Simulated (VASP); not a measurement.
Runs of VASP 6.6.1 on MgSi. The structure is that of space group Cmcm (No. 63), or close to it. The cells are those of the table. 

```tsv
task	cell	k mesh	cutoff (eV)	gap on the mesh (eV)	pressure (GPa)	relaxed volume (Å³/atom)	largest force (eV/Å)
single point	a = 5.311, b = 5.311, c = 3.648 Å, angles 90.0, 90.0, 133.9°, 4 atoms	6 × 6 × 6	520	none	0.0	-	0.01
relaxation of cell and atoms	relaxed from a = 5.311, b = 5.311, c = 3.648 Å, angles 90.0, 90.0, 133.9°, 4 atoms	12 × 12 × 12	600	none	0.0	(a)	-
single point	a = 5.411, b = 5.411, c = 3.641 Å, angles 90.0, 90.0, 136.2°, 4 atoms	12 × 12 × 12	520	none	0.0	-	0.01
relaxation of cell and atoms	relaxed from a = 5.354, b = 5.354, c = 3.509 Å, angles 90.0, 90.0, 134.3°, 4 atoms	6 × 6 × 6	600	none	0.0	18.49	0.02
```

Alike in all rows: level PBEsol; potentials or basis VASP PAW PBE potentials, release 64 (Mg, Si); no spin polarisation; smearing gaussian 0.1 eV.

Problem. Fill in the values left out.

Solution. (a) 18.42.

Caveats: the PAW data sets were made with another functional, which shifts forces and pressure a little; the relaxation stopped at a loose force limit of 0.05 eV/Å, so its end isn't a converged minimum (some runs).

A gap of «none» marks levels without a gap at the run's occupations.
